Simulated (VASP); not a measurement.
A run of VASP 6.6.1:

INCAR

```
  PREC = Accurate
  ENCUT = 600
  EDIFF = 1E-7
  ISMEAR = 0
  SIGMA = 0.02
  LREAL = False
  LASPH = True
  NELM = 120
  ALGO = Normal
  ISIF = 3
  LWAVE = False
  LCHARG = False
  GGA = PE
  IVDW = 12
  IBRION = 2
  NSW = 100
  EDIFFG = -0.002
  GGA_COMPAT = False
  NELMIN = 4
```

The input KPOINTS:

```
regular mesh
0
Gamma
  10 10 10
```

POSCAR

```
AlN
1.0
    0.0000000000      2.1900000000      2.1900000000
    2.1900000000      0.0000000000      2.1900000000
    2.1900000000      2.1900000000      0.0000000000
Al N
1 1
Direct
    0.0000000000      0.0000000000      0.0000000000
    0.2500000000      0.2500000000      0.2500000000
```

Potentials or basis: VASP PAW PBE potentials, release 64 (Al, N).

The run is started by

```console
$ cat potpaw_PBE.64/Al/POTCAR potpaw_PBE.64/N/POTCAR > POTCAR
$ mpirun -np 1 vasp_std > vasp.out
```

Hardware: 1 thread of Intel(R) Xeon(R) 6975P-C (Granite Rapids), on a shared host.

Task: Estimate the wall time of this run.

Result: Wall time 11 s on 1 thread of Intel(R) Xeon(R) 6975P-C (Granite Rapids), on a shared host, peak memory 0.17 GiB. Counts: scf iterations 26, k points 47, ion steps 3.
